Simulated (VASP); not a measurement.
# KCl (Cm) in VASP: notebook

KCl is run at these levels: PBEsol; tasks: single point.

Program: VASP 6.6.1. These are calculated values, not measurements. Logs are shortened: lines on timing, memory, paths and dates and some standing lists are left out, and cuts for length are marked.

### 1 The cell of the first run

It takes space group Cm (No. 8, monoclinic). The conventional cell has a = 5.429 Å, b = 5.429 Å, c = 3.839 Å, α = 90.00°, β = 90.00°, γ = 90.00°. K (site symmetry m) has 8 Cl at 3.05 to 3.60 Å and 6 K at 3.84 Å within 4.0 Å. Cl (site symmetry m) has 8 K at 3.05 to 3.60 Å and 6 Cl at 3.84 Å within 4.0 Å.

### 2 Single point, PBEsol (atom 2 (Cl) moved by (-0.200, -0.200) A along [1 1 0] and z)

Contents of INCAR:

```
PREC = Accurate
ENCUT = 520
EDIFF = 1E-6
ISMEAR = 0
SIGMA = 0.05
LREAL = False
LASPH = True
NELM = 100
ALGO = Normal
ISIF = 2
LWAVE = False
LCHARG = True
GGA = PS
LELF = True
LVHAR = True
NBANDS = 15
```

Contents of KPOINTS:

```
Automatic mesh
0
Gamma
  6 6 6
```

Contents of POSCAR:

```
KCl
1.0
    3.8391960000      0.0000000000      0.0000000000
    0.0000000000      3.8391960000      0.0000000000
    0.0000000000      0.0000000000      3.8391960000
K Cl
1 1
Direct
    0.0000000000      0.0000000000      0.0000000000
    0.4631638092      0.4631638092      0.4479057594
```

Potentials or basis: VASP PAW PBE potentials, release 64 (K_sv, Cl).

Run with:

```console
$ cat potpaw_PBE.64/K_sv/POTCAR potpaw_PBE.64/Cl/POTCAR > POTCAR
$ mpirun -np 1 vasp_std > vasp.out
```

OUTCAR:

```text
PREC = Accurate
   ENCUT = 520
   EDIFF = 1E-6
   ISMEAR = 0
   LREAL = False
   LASPH = True
   NELM = 100
   ISIF = 2
   GGA = PS

 ion  position               nearest neighbor table
   1  0.000  0.000  0.000-   2 3.05   2 3.22   2 3.22
   2  0.463  0.463  0.448-   1 3.05   1 3.22   1 3.22

  LATTYP: Found a simple cubic cell.
 ALAT       =     3.8391960000

  Lattice vectors:

 A1 = (   3.8391960000,   0.0000000000,   0.0000000000)
 A2 = (   0.0000000000,   3.8391960000,   0.0000000000)
 A3 = (   0.0000000000,   0.0000000000,   3.8391960000)

Analysis of symmetry for initial positions (statically):
=====================================================================
 Subroutine PRICEL returns:
 Original cell was already a primitive cell.

 Routine SETGRP: Setting up the symmetry group for a
 simple cubic supercell.

 Subroutine GETGRP returns: Found  2 space group operations
 (whereof  2 operations were pure point group operations)
 out of a pool of 48 trial point group operations.

The static configuration has the point symmetry C_1h.

Analysis of symmetry for dynamics (positions and initial velocities):
=====================================================================
 Subroutine PRICEL returns:
 Original cell was already a primitive cell.

 Routine SETGRP: Setting up the symmetry group for a
 simple cubic supercell.

 Subroutine GETGRP returns: Found  2 space group operations
 (whereof  2 operations were pure point group operations)
 out of a pool of 48 trial point group operations.

The dynamic configuration has the point symmetry C_1h.

 Subroutine INISYM returns: Found  2 space group operations
 (whereof  2 operations are pure point group operations),
 and found     1 'primitive' translations

----------------------------------------------------------------------------------------

                                     Primitive cell

  volume of cell :      56.5875

  direct lattice vectors                    reciprocal lattice vectors
     3.839196000  0.000000000  0.000000000     0.260471203  0.000000000  0.000000000
     0.000000000  3.839196000  0.000000000     0.000000000  0.260471203  0.000000000
     0.000000000  0.000000000  3.839196000     0.000000000  0.000000000  0.260471203

  length of vectors
     3.839196000  3.839196000  3.839196000     0.260471203  0.260471203  0.260471203

  position of ions in fractional coordinates (direct lattice)
     0.000000000  0.000000000  0.000000000
     0.463163809  0.463163809  0.447905759

  ion indices of the primitive-cell ions
   primitive index   ion index
                 1           1
                 2           2

----------------------------------------------------------------------------------------

 KPOINTS: Automatic mesh

Automatic generation of k-mesh.
 Grid dimensions read from file:
 generate k-points for:    6    6    6

 Generating k-lattice:

  Cartesian coordinates                     Fractional coordinates (reciprocal lattice)
     0.043411867  0.000000000  0.000000000     0.166666667  0.000000000  0.000000000
     0.000000000  0.043411867  0.000000000     0.000000000  0.166666667  0.000000000
     0.000000000  0.000000000  0.043411867     0.000000000  0.000000000  0.166666667

  Length of vectors
     0.043411867  0.043411867  0.043411867

  Shift w.r.t. Gamma in fractional coordinates (k-lattice)
     0.000000000  0.000000000  0.000000000

 Subroutine IBZKPT returns following result:
 ===========================================

 Found     68 irreducible k-points:

 Following reciprocal coordinates:
            Coordinates               Weight
  0.000000  0.000000  0.000000      1.000000
  0.166667  0.000000  0.000000      4.000000
  0.000000  0.000000  0.166667      2.000000
  0.333333  0.000000  0.000000      4.000000
  0.000000  0.000000  0.333333      2.000000
  0.500000  0.000000  0.000000      2.000000
[... 16 lines left out ...]
 -0.333333  0.333333  0.000000      2.000000
 -0.333333  0.000000  0.333333      4.000000
 [... further k-points ...]
   k-points           NKPTS =     68   k-points in BZ     NKDIM =     68   number of bands    NBANDS=     15
   number of dos      NEDOS =    301   number of ions     NIONS =      2
   total plane-waves  NPLWV =  27000
   dimension x,y,z NGX =    30 NGY =   30 NGZ =   30
   dimension x,y,z NGXF=    60 NGYF=   60 NGZF=   60
   ions per type =               1   1
   NGX,Y,Z   is equivalent  to a cutoff of  12.99, 12.99, 12.99 a.u.
   NGXF,Y,Z  is equivalent  to a cutoff of  25.98, 25.98, 25.98 a.u.
 SYSTEM =  unknown system
   PREC   = accura    normal or accurate (medium, high low for compatibility)
   ISTART =      0    job   : 0-new  1-cont  2-samecut
   ICHARG =      2    charge: 1-file 2-atom 10-const
   ISPIN  =      1    spin polarized calculation?
   LNONCOLLINEAR =      F non collinear calculations
   LSORBIT =      F    spin-orbit coupling
   LASPH  =      T    aspherical Exc in radial PAW
   ENCUT  =  520.0 eV  38.22 Ry    6.18 a.u.   7.14  7.14  7.14*2*pi/ulx,y,z
   NELM   =    100;   NELMIN=  2; NELMDL= -5     # of ELM steps
   EDIFF  = 0.1E-05   stopping-criterion for ELM
   LREAL  =      F    real-space projection
   EDIFFG = 0.1E-04   stopping-criterion for IOM
   NSW    =      0    number of steps for IOM
   IBRION =     -1    ionic relax: 0-MD 1-quasi-New 2-CG
   NFREE  =      0    steps in history (QN), initial steepest desc. (CG)
   ISIF   =      2    stress and relaxation
   ISYM   =      2    0-nonsym 1-usesym 2-fastsym
   POTIM  = 0.5000    time-step for ionic-motion
   TEBEG  =    0.0;   TEEND  =   0.0 temperature during run
   PSTRESS=    0.0 pullay stress
   NELECT =      16.0000    total number of electrons
   NUPDOWN=      -1.0000    fix difference up-down
   EMIN   =  10.00;   EMAX   =-10.00  energy-range for DOS
   EFERMI =   0.00;   METHOD = LEGACY
   ISMEAR =     0;   SIGMA  =   0.05  broadening in eV -4-tet -1-fermi 0-gaus
   EFERMI_NEDOS =   21; number of points for ismear=-14 and -15
   IALGO  =     38    algorithm
   IMIX   =      4    mixing-type and parameters
     AMIX     =   0.40;   BMIX     =  1.00
     AMIX_MAG =   1.60;   BMIX_MAG =  1.00
  volume/ion in A,a.u.               =      28.29       190.94
  Fermi-wavevector in a.u.,A,eV,Ry     =   1.074504  2.030517 15.708715  1.154558
  Thomas-Fermi vector in A             =   2.210334
   LORBIT       =      0    0 simple, 1 ext, 2 COOP (PROOUT), +10 PAW based schemes
   GGA     = PS    functional components
   LHFCALC =     F    Hartree Fock is set to
   AEXX    =    0.0000 exact exchange contribution
   IVDW    =     0    specifies the selected vdW correction
   LEPSILON=     F    determine dielectric tensor
   LRPA    =     F    only Hartree local field effects (RPA)
 non-spin polarized calculation
 Gauss-broadening in eV      SIGMA  =   0.05
  energy-cutoff  :      520.00
  volume of cell :       56.59
 maximum number of plane-waves:      1568
 NGX is ok and might be reduce to    30
   NGX = 15   NGY = 15   NGZ = 15

 number of electron      16.0000004 magnetization

 Free energy of the ion-electron system (eV)
  ---------------------------------------------------
  ext. energy  EPLUGINS =         0.00000000
  ---------------------------------------------------
  free energy    TOTEN  =        -6.87304611 eV

  energy without entropy =       -6.87304611  energy(sigma->0) =       -6.87304611

 E-fermi :  -0.7123     XC(G=0):  -8.2488

 val. band max:       -0.9364645862   @ k =   0.5000   0.5000   0.0000
 cond. band min:       3.7166925456   @ k =   0.0000   0.0000   0.0000
 fundamental gap:      4.6531571319
 Fermi energy:        -0.7122642958

 k-point     1 :       0.0000    0.0000    0.0000
  band No.  band energies     occupation
      1     -28.7606      2.00000
      2     -13.4916      2.00000
      3     -12.2136      2.00000
      4     -12.2133      2.00000
      5     -12.1930      2.00000
      6      -1.1491      2.00000
      7      -1.1443      2.00000
      8      -1.1241      2.00000
      9       3.7167      0.00000
     10       5.5983      0.00000
     11       5.6520      0.00000
     12       9.7089      0.00000
     13       9.7994      0.00000
     14       9.8049      0.00000
     15      12.2582      0.00000

 k-point     2 :       0.1667    0.0000    0.0000
  band No.  band energies     occupation
      1     -28.7556      2.00000
      2     -13.5297      2.00000
      3     -12.2247      2.00000
      4     -12.2058      2.00000
      5     -12.1461      2.00000
      6      -1.6223      2.00000
      7      -1.1416      2.00000
      8      -1.1306      2.00000
      9       4.3299      0.00000
     10       5.8346      0.00000
     11       6.1307      0.00000
     12       9.6039      0.00000
     13       9.6556      0.00000
     14       9.9254      0.00000
     15      11.3773      0.00000

 k-point     3 :       0.0000    0.0000    0.1667
  band No.  band energies     occupation
      1     -28.7556      2.00000
      2     -13.5278      2.00000
      3     -12.2204      2.00000
      4     -12.2056      2.00000
      5     -12.1528      2.00000
      6      -1.6232      2.00000
      7      -1.1399      2.00000
      8      -1.1315      2.00000
      9       4.3304      0.00000
     10       5.8027      0.00000
     11       6.1742      0.00000
     12       9.6243      0.00000
     13       9.6606      0.00000
     14       9.8896      0.00000
     15      11.4954      0.00000
[... 343 lines left out ...]
 k-point    23 :      -0.3333    0.3333    0.0000
  band No.  band energies     occupation
      1     -28.7314      2.00000
      2     -13.4349      2.00000
      3     -12.3904      2.00000
      4     -12.1921      2.00000
      5     -12.1657      2.00000
      6      -2.1387      2.00000
      7      -1.9280      2.00000
      8      -1.0199      2.00000
      9       5.7190      0.00000
     10       6.4703      0.00000
     11       8.2109      0.00000
     12       8.5406      0.00000
     13       9.0207      0.00000
     14       9.1120      0.00000
     15      11.0313      0.00000

 k-point    24 :      -0.3333    0.0000    0.3333
  band No.  band energies     occupation
      1     -28.7315      2.00000
      2     -13.4395      2.00000
      3     -12.3911      2.00000
      4     -12.1852      2.00000
      5     -12.1648      2.00000
      6      -2.1365      2.00000
      7      -1.9264      2.00000
      8      -1.0290      2.00000
      9       5.7307      0.00000
     10       6.4546      0.00000
     11       8.2346      0.00000
     12       8.4717      0.00000
     13       9.0093      0.00000
     14       9.0678      0.00000
     15      11.0944      0.00000

 [... further k-points ...]
[... 5 lines left out ...]
  --------------------------------------------------------------------------------------
  -------------------------------------------------------------------------------------
  Total       -0.3274466     -0.3274466     -0.3333284      0.0913839      0.1212975      0.1212975
  in kB       -9.2710776     -9.2710776     -9.4376105      2.5873750      3.4343263      3.4343263
  external PRESSURE =      -9.3265885 kB  Pullay stress =       0.0000000 kB

 VOLUME and BASIS-vectors are now :
 -----------------------------------------------------------------------------
  energy-cutoff  :      520.00
  volume of cell :       56.59
      direct lattice vectors                 reciprocal lattice vectors
     3.839196000  0.000000000  0.000000000     0.260471203  0.000000000  0.000000000
     0.000000000  3.839196000  0.000000000     0.000000000  0.260471203  0.000000000
     0.000000000  0.000000000  3.839196000     0.000000000  0.000000000  0.260471203

 POSITION                                       TOTAL-FORCE (eV/Angst)
 -----------------------------------------------------------------------------------
      0.00000      0.00000      0.00000        -0.098473     -0.098473     -0.127442
      1.77818      1.77818      1.71960         0.098473      0.098473      0.127442
 -----------------------------------------------------------------------------------
    total drift:                                0.000179      0.000179      0.000100

  FREE ENERGIE OF THE ION-ELECTRON SYSTEM (eV)
  ---------------------------------------------------
  free  energy   TOTEN  =        -6.8730461148 eV

  energy  without entropy=       -6.8730461148  energy(sigma->0) =       -6.87304611
```

Run time: 22 s. Hardware: 1 thread of Intel Xeon 6975P-C (Granite Rapids), shared host; peak memory 0.2 GiB.

Results:

```yaml
Free_energy: -6.8730 eV
Pressure: -0.9 GPa
Largest_force: 0.189 eV/Å
Band_gap_on_the_k_mesh: 4.65 eV (least direct gap 4.84 eV)
```

Forces on the atoms (eV/Å):
```
K   -0.098 -0.098 -0.127
Cl   0.098  0.098  0.127
```

Levels at points of the mesh, in eV from the valence-band top:
```
           k point  band 5  band 6  band 7  band 8  band 9  band 10  band 11  band 12
(0.00, 0.00, 0.00)  -11.26   -0.21   -0.21   -0.19    4.65     6.53     6.59    10.65
(0.50, 0.00, 0.00)  -11.12   -1.77   -0.21   -0.18    7.52     7.77     8.13     9.51
(0.00, 0.00, 0.50)  -11.13   -1.77   -0.20   -0.19    7.54     7.76     8.16     9.66
(0.50, 0.50, 0.00)  -11.22   -1.20   -1.19    0.00    6.11     7.26     8.93     8.96
(0.00, 0.50, 0.50)  -11.22   -1.20   -1.19   -0.01    6.10     7.22     8.93     8.98
(0.50, 0.50, 0.50)  -11.45   -1.31   -1.31   -1.29    8.41     8.53     8.62     9.96
```

Caveat: the cell differs from its parent crystal (atom 2 (Cl) moved by (-0.200, -0.200) A along [1 1 0] and z); the PAW data sets were made with another functional, which shifts forces and pressure a little.

### 3 Single point, PBEsol (atom 2 (Cl) moved by (-0.200, -0.100) A along [1 1 0] and z)

Contents of INCAR:

```
PREC     = Accurate       # precision mode
ENCUT    = 520            # plane-wave cutoff, eV
EDIFF    = 1E-6           # SCF threshold, eV
ISMEAR   = 0              # smearing method
SIGMA    = 0.05           # smearing width, eV
LREAL    = False          # projectors in reciprocal space
LASPH    = True           # aspherical terms in the spheres
NELM     = 60             # most SCF steps
ALGO     = Normal         # electronic algorithm
ISIF     = 2              # what is computed and relaxed
LWAVE    = False          # write WAVECAR
LCHARG   = True           # write CHGCAR
GGA      = PS             # functional
LELF     = True           # ELF
LVHAR    = True         
NBANDS   = 15             # bands
```

Contents of KPOINTS:

```
regular mesh
0
Gamma
  6 6 6
```

POSCAR: that of step 2 with these lines changed.

```diff
@@ -9,2 +9,2 @@
     0.0000000000      0.0000000000      0.0000000000
-    0.4631638092      0.4631638092      0.4479057594
+    0.4631638092      0.4631638092      0.4739528797
```

Potentials or basis: VASP PAW PBE potentials, release 64 (K_sv, Cl).

Run with:

```console
$ cat potpaw_PBE.64/K_sv/POTCAR potpaw_PBE.64/Cl/POTCAR > POTCAR
$ mpirun -np 1 vasp_std > vasp.out
```

Run time: 23 s. Hardware: 1 thread of Intel Xeon 6975P-C (Granite Rapids), shared host; peak memory 0.2 GiB.

It converged, with:

* Free energy: -6.8825 eV
* Pressure: -1.1 GPa
* Largest force: 0.135 eV/Å
* Band gap on the k mesh: 4.64 eV (least direct gap 4.84 eV)

Forces in eV/Å, atoms in the order of the input:
```
K   -0.084 -0.084 -0.063
Cl   0.084  0.084  0.063
```

Stress tensor (GPa, compression positive):
```
-1.12  0.23  0.17
 0.23 -1.12  0.17
 0.17  0.17 -1.12
```

Levels at points of the mesh, in eV from the valence-band top:
```tsv
k point	band 5	band 6	band 7	band 8	band 9	band 10	band 11	band 12
(0.00, 0.00, 0.00)	-11.29	-0.21	-0.21	-0.19	4.64	6.51	6.53	10.64
(0.50, 0.00, 0.00)	-11.15	-1.78	-0.21	-0.20	7.53	7.79	8.14	9.69
(0.00, 0.00, 0.50)	-11.15	-1.78	-0.21	-0.19	7.52	7.79	8.12	9.60
(0.50, 0.50, 0.00)	-11.24	-1.20	-1.20	0.00	6.09	7.19	8.91	8.95
(0.00, 0.50, 0.50)	-11.24	-1.20	-1.20	0.00	6.09	7.21	8.91	8.94
(0.50, 0.50, 0.50)	-11.47	-1.32	-1.32	-1.31	8.48	8.58	8.63	9.92
```

Caveat: the cell differs from its parent crystal (atom 2 (Cl) moved by (-0.200, -0.100) A along [1 1 0] and z); the PAW data sets were made with another functional, which shifts forces and pressure a little.

### 4 Single point, PBEsol (atom 2 (Cl) moved by (-0.100, -0.100) A along [1 1 0] and z)

INCAR: that of step 3 with these lines changed.

```diff
@@ -7,3 +7,3 @@
 LASPH    = True           # aspherical terms in the spheres
-NELM     = 60             # most SCF steps
+NELM     = 100            # most SCF steps
 ALGO     = Normal         # electronic algorithm
@@ -11,6 +11,4 @@
 LWAVE    = False          # write WAVECAR
-LCHARG   = True           # write CHGCAR
+LCHARG   = False          # write CHGCAR
 GGA      = PS             # functional
-LELF     = True           # ELF
-LVHAR    = True         
 NBANDS   = 15             # bands
```

Contents of KPOINTS:

```
Automatic mesh
0
Gamma
  6 6 6
```

POSCAR: that of step 3 with these lines changed.

```diff
@@ -9,2 +9,2 @@
     0.0000000000      0.0000000000      0.0000000000
-    0.4631638092      0.4631638092      0.4739528797
+    0.4815819046      0.4815819046      0.4739528797
```

Run with:

```console
$ cat potpaw_PBE.64/K_sv/POTCAR potpaw_PBE.64/Cl/POTCAR > POTCAR
$ mpirun -np 1 vasp_std > vasp.out
```

Wall time 22 s (1 thread of Intel Xeon 6975P-C (Granite Rapids), shared host); peak memory 0.2 GiB.

The run converged. Its results:

```yaml
Free_energy: -6.8911 eV
Pressure: -1.3 GPa
Largest_force: 0.076 eV/Å
Band_gap_on_the_k_mesh: 4.63 eV (least direct gap 4.83 eV)
```

Forces in eV/Å, atoms in the order of the input:
```
K   -0.038 -0.038 -0.053
Cl   0.038  0.038  0.053
```

Stress tensor (GPa, compression positive):
```
-1.31  0.06  0.08
 0.06 -1.31  0.08
 0.08  0.08 -1.31
```

Levels at points of the mesh, in eV from the valence-band top:
```
           k point  band 4  band 5  band 6  band 7  band 8  band 9  band 10  band 11  band 12  band 13
(0.00, 0.00, 0.00)  -11.33  -11.32   -0.21   -0.21   -0.20    4.63     6.47     6.48    10.63    10.65
(0.50, 0.00, 0.00)  -11.29  -11.18   -1.80   -0.21   -0.21    7.52     7.81     8.13     9.79    10.49
(0.00, 0.00, 0.50)  -11.29  -11.19   -1.80   -0.21   -0.21    7.52     7.81     8.14     9.85    10.47
(0.50, 0.50, 0.00)  -11.54  -11.27   -1.21   -1.21    0.00    6.07     7.18     8.89     8.90    11.16
(0.00, 0.50, 0.50)  -11.54  -11.27   -1.21   -1.21    0.00    6.06     7.17     8.89     8.90    11.14
(0.50, 0.50, 0.50)  -11.50  -11.50   -1.33   -1.33   -1.33    8.57     8.62     8.64     9.86     9.89
```

Caveat: the cell differs from its parent crystal (atom 2 (Cl) moved by (-0.100, -0.100) A along [1 1 0] and z); the PAW data sets were made with another functional, which shifts forces and pressure a little. A k mesh can miss the band edges.

### 5 Overview

| cell | gap on the mesh (eV) | pressure (GPa) | largest force (eV/Å) |
| --- | --- | --- | --- |
| as given, atomic positions A | 4.65 | -0.9 | 0.19 |
| as given, atomic positions B | 4.64 | -1.1 | 0.13 |
| as given, atomic positions C | 4.63 | -1.3 | 0.08 |

Alike in all rows: task single point; level PBEsol; potentials or basis VASP PAW PBE potentials, release 64 (K_sv, Cl); no spin polarisation; k mesh 6 × 6 × 6; cutoff (eV) 520; smearing gaussian 0.05 eV.

Caveats: the PAW data sets were made with another functional, which shifts forces and pressure a little.

Total energies depend on the potentials used, so only differences within one code and one set of settings carry meaning.
